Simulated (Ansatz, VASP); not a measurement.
# One calculation of Zn, two programs

```xyz
2
Lattice="2.4754 -1.4746 0.6078 2.4754 1.4746 0.6078 -0.9572 0.0000 3.9053" Properties=species:S:1:pos:R:3 pbc="T T T"
Zn    0.5861    0.0000    1.1790
Zn    3.4073    0.0000    3.9418
```

Alike in both runs: functional PBE; k mesh 6 × 6 × 4; occupations gaussian, width 0.1 eV; no spin polarisation.

Ansatz relaxed the structure, and its values are those at the end. VASP's run is a single point on that final structure, the one shown.

```csv
,VASP,Ansatz
version,VASP 6.6.1,Ansatz 0.2.0
potentials or method,"VASP PAW PBE potentials, release 64 (Zn), cutoff 520 eV","scalar-relativistic, plane waves, PAW"
valence electrons in the cell,24,24
```

|  | VASP | Ansatz | Ansatz less VASP |
| --- | --- | --- | --- |
| gap on the k mesh at the Fermi level (eV) | none | none | - |
| pressure (GPa) | 0.3 | 0.0 | -0.33 |

A gap of «none» marks a metal or a gap that the smearing closes. With one functional, cell and mesh, what is left measures potentials, basis and numerics.

The k mesh is coarse, so the values compare programs but aren't converged.
